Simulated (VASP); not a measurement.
# TiSi4Ni3 in VASP: further runs, part 2 of 2

VASP 6.6.1. The steps go on from the part before.

## 4. Single point, PBE

File INCAR:

```
  PREC = Accurate
  ENCUT = 520
  EDIFF = 1E-7
  ISMEAR = 0
  SIGMA = 0.1
  LREAL = False
  LASPH = True
  NELM = 60
  ALGO = Normal
  ISIF = 2
  LWAVE = False
  LCHARG = False
  GGA = PE
  NBANDS = 39
```

File KPOINTS:

```
regular mesh
0
Gamma
  10 8 8
```

File POSCAR:

```
TiSi4Ni3
1.0
    3.7269813628      0.0000000000      0.0000000000
    0.0000000000      5.8096247844      0.0000000000
    0.0000000000      0.0000000000      4.7539302597
Ti Si Ni
1 4 3
Direct
    0.5000000000      0.0000000000      0.5277881109
    0.0000000000      0.7065519226      0.6391239199
    0.0000000000      0.2934480774      0.6391239199
    0.5000000000      0.2386395339      0.0483430398
    0.5000000000      0.7613604661      0.0483430398
    0.0000000000      0.5000000000      0.0716950982
    0.5000000000      0.5000000000      0.4302018505
    0.0000000000      0.0000000000      1.0013810209
```

Started as:

```sh
$ cat potpaw_PBE.64/Ti_sv/POTCAR potpaw_PBE.64/Si/POTCAR potpaw_PBE.64/Ni/POTCAR > POTCAR
$ mpirun -np 1 vasp_std > vasp.out
```

Wall time 8.6 min (1 thread of AMD EPYC 9R45 (Zen 5), shared host); peak memory 0.56 GiB.

It converged, with:

| Quantity | Value |
| --- | --- |
| Free energy | -49.0232 eV |
| Pressure | 0.1 GPa |
| Largest force | 0.013 eV/Å |
| Band gap on the k mesh | zero (bands 29 and 30 overlap by 1.31 eV) |

Forces on the atoms (eV/Å):
```
Ti   0.000  0.000 -0.004
Si   0.000 -0.002  0.002
Si   0.000  0.002  0.002
Si   0.000 -0.004 -0.009
Si   0.000  0.004 -0.009
Ni   0.000  0.000  0.013
Ni   0.000  0.000  0.006
Ni   0.000  0.000  0.001
```

Stress tensor (GPa, compression positive):
```
0.15 0.00 0.00
0.00 0.04 0.00
0.00 0.00 0.02
```

Levels at points of the mesh, in eV from the Fermi level:
```
           k point  band 27  band 28  band 29  band 30  band 31  band 32
(0.00, 0.00, 0.00)    -0.46    -0.39    -0.09     0.10     1.33     1.67
(0.50, 0.00, 0.00)    -1.08    -0.92    -0.87    -0.57     0.32     1.45
(0.00, 0.50, 0.00)    -1.00    -0.74    -0.18     0.82     0.94     1.25
(0.50, 0.50, 0.00)    -1.24    -0.75    -0.23     0.06     0.28     0.96
(0.00, 0.00, 0.50)    -1.01    -0.15     0.74     0.84     0.85     1.85
(0.50, 0.00, 0.50)    -1.37    -1.01    -0.76    -0.28     0.22     1.98
(0.00, 0.50, 0.50)    -0.77    -0.70     0.56     0.84     1.19     1.37
(0.50, 0.50, 0.50)    -1.38    -1.08     0.14     0.42     1.43     1.70
```

Spin polarisation is off, so any magnetic state and its effect on volume and gap are missing.

## 5. Single point, PBE, collinear spin, ferromagnetic start

This run uses another cell than the first one, of 13.15 Å³/atom.

File INCAR:

```
SYSTEM = TiSi4Ni3
  PREC = Accurate
  ENCUT = 520
  EDIFF = 1E-6
  ISMEAR = 0
  SIGMA = 0.1
  LREAL = .False.
  LASPH = .True.
  NELM = 150
  ALGO = Normal
  ISIF = 2
  LWAVE = .False.
  LCHARG = .True.
  ISPIN = 2
  MAGMOM = 0 0 0 0 0 -2 -2 -2
  LORBIT = 11
  LMAXMIX = 4
  GGA = PE
  LELF = .True.
  LVHAR = .True.
  NBANDS = 43
```

File KPOINTS:

```
Automatic mesh
0
Gamma
  6 4 4
  0 0 0
```

File POSCAR:

```
TiSi4Ni3
1.0
    3.4938916700      0.0000000000      0.0000000000
    0.0000000000      6.2693048300      0.0000000000
    0.0000000000      0.0000000000      4.8024110800
Ti Si Ni
1 4 3
Direct
    0.5000000000      0.0000000000      0.5000000000
    0.0000000000      0.7659999700      0.6250000000
    0.0000000000      0.2340000300      0.6250000000
    0.5000000000      0.2879999900      0.0780000000
    0.5000000000      0.7120000100      0.0780000000
    0.0000000000      0.5000000000      0.0000000000
    0.5000000000      0.5000000000      0.5000000000
    0.0000000000      0.0000000000      0.0000000000
```

Started as:

```sh
$ cat potpaw_PBE.64/Ti_sv/POTCAR potpaw_PBE.64/Si/POTCAR potpaw_PBE.64/Ni/POTCAR > POTCAR
$ mpirun -np 1 vasp_std > vasp.out
```

Wall time 9.1 min (1 thread of Intel Xeon Platinum 8259CL at 2.50GHz (Skylake/Cascade Lake), shared host); peak memory 0.4 GiB.

Results (log left out):

- Free energy: -47.1005 eV
- Pressure: 3.6 GPa
- Largest force: 3.122 eV/Å
- Band gap on the k mesh: zero (filled and empty bands overlap)
- Net moment: 0.00 μB per cell
- Valence electrons inside the program's atomic spheres: Ti 10.54; Si 1.66, 1.60 (each value once); Ni 9.70, 9.30, 9.35

Forces on the atoms (eV/Å):
```
Ti   0.000  0.000 -1.484
Si   0.000 -3.063  0.600
Si   0.000  3.063  0.600
Si   0.000 -1.683  0.356
Si   0.000  1.683  0.356
Ni   0.000  0.000 -1.240
Ni   0.000  0.000  0.382
Ni   0.000  0.000  0.431
```

Stress tensor (GPa, compression positive):
```
13.11  0.00  0.00
 0.00  2.23  0.00
 0.00  0.00 -4.45
```

Levels at points of the mesh, in eV from the Fermi level:
Spin up:
```tsv
k point	band 25	band 26	band 27	band 28	band 29	band 30	band 31	band 32	band 33	band 34
(0.00, 0.00, 0.00)	-1.26	-1.21	-0.36	-0.35	-0.34	-0.07	1.34	1.51	1.73	2.97
(0.50, 0.00, 0.00)	-1.63	-1.57	-1.29	-0.82	-0.69	-0.66	-0.16	1.44	1.48	1.93
(0.00, 0.50, 0.00)	-1.33	-1.15	-1.12	-0.87	0.13	0.46	0.76	1.01	1.95	2.40
(0.50, 0.50, 0.00)	-1.57	-1.55	-1.32	-0.46	-0.38	0.09	0.85	0.90	0.97	1.24
(0.00, 0.00, 0.50)	-1.52	-0.66	-0.60	-0.47	0.20	1.15	1.40	2.08	3.00	3.04
(0.50, 0.00, 0.50)	-1.62	-1.45	-1.38	-1.09	-0.48	-0.29	1.27	1.85	2.00	2.36
(0.00, 0.50, 0.50)	-1.61	-1.07	-0.61	-0.11	-0.07	0.28	1.25	1.67	2.73	2.88
(0.50, 0.50, 0.50)	-1.60	-1.28	-1.08	-1.03	-0.36	0.55	1.21	2.23	2.39	2.55
```
Spin down:
| k point | band 25 | band 26 | band 27 | band 28 | band 29 | band 30 | band 31 | band 32 | band 33 | band 34 |
| --- | --- | --- | --- | --- | --- | --- | --- | --- | --- | --- |
| (0.00, 0.00, 0.00) | -1.26 | -1.21 | -0.36 | -0.35 | -0.34 | -0.07 | 1.34 | 1.51 | 1.73 | 2.97 |
| (0.50, 0.00, 0.00) | -1.63 | -1.57 | -1.29 | -0.82 | -0.69 | -0.65 | -0.16 | 1.44 | 1.48 | 1.93 |
| (0.00, 0.50, 0.00) | -1.33 | -1.15 | -1.12 | -0.87 | 0.13 | 0.46 | 0.76 | 1.01 | 1.95 | 2.40 |
| (0.50, 0.50, 0.00) | -1.57 | -1.55 | -1.32 | -0.46 | -0.38 | 0.09 | 0.85 | 0.90 | 0.97 | 1.24 |
| (0.00, 0.00, 0.50) | -1.52 | -0.66 | -0.60 | -0.47 | 0.20 | 1.15 | 1.40 | 2.08 | 3.00 | 3.04 |
| (0.50, 0.00, 0.50) | -1.62 | -1.45 | -1.38 | -1.09 | -0.48 | -0.29 | 1.27 | 1.85 | 2.00 | 2.36 |
| (0.00, 0.50, 0.50) | -1.61 | -1.07 | -0.61 | -0.11 | -0.07 | 0.28 | 1.25 | 1.67 | 2.73 | 2.88 |
| (0.50, 0.50, 0.50) | -1.60 | -1.28 | -1.08 | -1.03 | -0.36 | 0.55 | 1.21 | 2.23 | 2.39 | 2.55 |

Caveat: the cell stands under pressure; forces of over 1 eV/Å act on the atoms, so gaps and moduli don't describe the material at rest.

## 6. Single point, PBE, collinear spin, ferromagnetic start

File INCAR:

```
  PREC = Accurate
  ENCUT = 520
  EDIFF = 1E-6
  ISMEAR = 0
  SIGMA = 0.1
  LREAL = F
  LASPH = T
  NELM = 150
  ALGO = Normal
  ISIF = 2
  LWAVE = F
  LCHARG = T
  ISPIN = 2
  MAGMOM = 0 0 0 0 0 -2 -2 -2
  LORBIT = 11
  LMAXMIX = 4
  GGA = PE
  LELF = T
  LVHAR = T
  NBANDS = 43
```

File KPOINTS:

```
regular mesh
0
Gamma
  6 4 4
```

File POSCAR:

```
TiSi4Ni3
1.0
    3.7338176384      0.0000000000      0.0000000000
    0.0000000000      5.8001632277      0.0000000000
    0.0000000000      0.0000000000      4.7439943382
Ti Si Ni
1 4 3
Direct
    0.5000000000      0.0000000000      0.5255737503
    0.0000000000      0.7061077703      0.6407717984
    0.0000000000      0.2938922297      0.6407717984
    0.5000000000      0.2402268711      0.0464897047
    0.5000000000      0.7597731289      0.0464897047
    0.0000000000      0.5000000000      0.0748964186
    0.5000000000      0.5000000000      0.4316763394
    0.0000000000      0.0000000000     -0.0006695145
```

Potentials or basis: VASP PAW PBE potentials, release 64 (Ti_sv, Si, Ni).

Started as:

```sh
$ cat potpaw_PBE.64/Ti_sv/POTCAR potpaw_PBE.64/Si/POTCAR potpaw_PBE.64/Ni/POTCAR > POTCAR
$ mpirun -np 1 vasp_std > vasp.out
```

It took 4.6 min on 1 thread of Intel Xeon Platinum 8488C (Sapphire Rapids), shared host; peak memory 0.39 GiB.

It converged, with:

```
Free energy                                           : -49.0087 eV
Pressure                                              : 0.3 GPa
Largest force                                         : 0.015 eV/Å
Band gap on the k mesh                                : zero (filled and empty bands overlap)
Net moment                                            : 0.00 μB per cell
Valence electrons inside the program's atomic spheres : Ti 10.32; Si 1.63, 1.60 (each value once); Ni 9.53, 9.50 (each value once)
```

Forces on the atoms (eV/Å):
```
Ti   0.000  0.000 -0.009
Si   0.000  0.006 -0.009
Si   0.000 -0.006 -0.009
Si   0.000 -0.009 -0.004
Si   0.000  0.009 -0.004
Ni   0.000  0.000  0.015
Ni   0.000  0.000  0.010
Ni   0.000  0.000  0.011
```

Stress tensor (GPa, compression positive):
```
0.40 0.00 0.00
0.00 0.18 0.00
0.00 0.00 0.18
```

Levels at points of the mesh, in eV from the Fermi level:
Spin up:
```csv
k point,band 25,band 26,band 27,band 28,band 29,band 30,band 31,band 32,band 33,band 34
"(0.00, 0.00, 0.00)",-1.27,-1.14,-0.43,-0.37,-0.05,0.13,1.34,1.70,2.25,2.58
"(0.50, 0.00, 0.00)",-1.34,-1.18,-1.06,-0.89,-0.80,-0.53,0.36,1.51,1.68,2.09
"(0.00, 0.50, 0.00)",-1.29,-1.27,-0.96,-0.71,-0.17,0.83,0.97,1.25,1.48,1.92
"(0.50, 0.50, 0.00)",-1.60,-1.44,-1.22,-0.71,-0.17,0.13,0.31,1.02,1.74,1.85
"(0.00, 0.00, 0.50)",-1.42,-1.20,-0.97,-0.11,0.74,0.85,0.86,1.85,2.31,2.71
"(0.50, 0.00, 0.50)",-1.86,-1.40,-1.34,-0.97,-0.73,-0.24,0.24,1.98,2.06,2.74
"(0.00, 0.50, 0.50)",-1.16,-0.84,-0.76,-0.69,0.61,0.85,1.19,1.41,2.00,2.63
"(0.50, 0.50, 0.50)",-1.77,-1.48,-1.35,-1.04,0.14,0.44,1.46,1.74,2.07,3.02
```
Spin down:
| k point | band 26 | band 27 | band 28 | band 29 | band 30 | band 31 | band 32 | band 33 |
| --- | --- | --- | --- | --- | --- | --- | --- | --- |
| (0.00, 0.00, 0.00) | -1.14 | -0.43 | -0.37 | -0.05 | 0.13 | 1.34 | 1.70 | 2.25 |
| (0.50, 0.00, 0.00) | -1.18 | -1.06 | -0.89 | -0.80 | -0.53 | 0.36 | 1.51 | 1.68 |
| (0.00, 0.50, 0.00) | -1.27 | -0.96 | -0.71 | -0.17 | 0.83 | 0.97 | 1.25 | 1.48 |
| (0.50, 0.50, 0.00) | -1.44 | -1.22 | -0.71 | -0.17 | 0.13 | 0.31 | 1.02 | 1.74 |
| (0.00, 0.00, 0.50) | -1.20 | -0.97 | -0.11 | 0.74 | 0.85 | 0.86 | 1.85 | 2.31 |
| (0.50, 0.00, 0.50) | -1.40 | -1.34 | -0.97 | -0.73 | -0.24 | 0.24 | 1.98 | 2.06 |
| (0.00, 0.50, 0.50) | -0.84 | -0.76 | -0.69 | 0.61 | 0.85 | 1.19 | 1.41 | 2.00 |
| (0.50, 0.50, 0.50) | -1.48 | -1.35 | -1.04 | 0.14 | 0.44 | 1.46 | 1.74 | 2.07 |

## 7. Overview

```csv
cell,k mesh,smearing,gap on the mesh (eV),pressure (GPa),largest force (eV/Å)
"a = 3.727, b = 4.754, c = 5.810 Å, 8 atoms, atomic positions A",6 × 6 × 4,gaussian 0.2 eV,none,0.0,0.04
"a = 3.746, b = 4.714, c = 5.810 Å, angles 90.1, 90.0, 90.0°, 8 atoms, atomic positions B",6 × 6 × 4,gaussian 0.2 eV,none,-0.1,0.02
"a = 3.727, b = 5.810, c = 4.754 Å, 8 atoms, atomic positions A",10 × 8 × 8,gaussian 0.1 eV,none,0.1,0.01
```

Alike in all rows: task single point; level PBE; potentials or basis VASP PAW PBE potentials, release 64 (Ti_sv, Si, Ni); no spin polarisation; cutoff (eV) 520.

Total energies depend on the potentials used, so only differences within one code and one set of settings carry meaning.
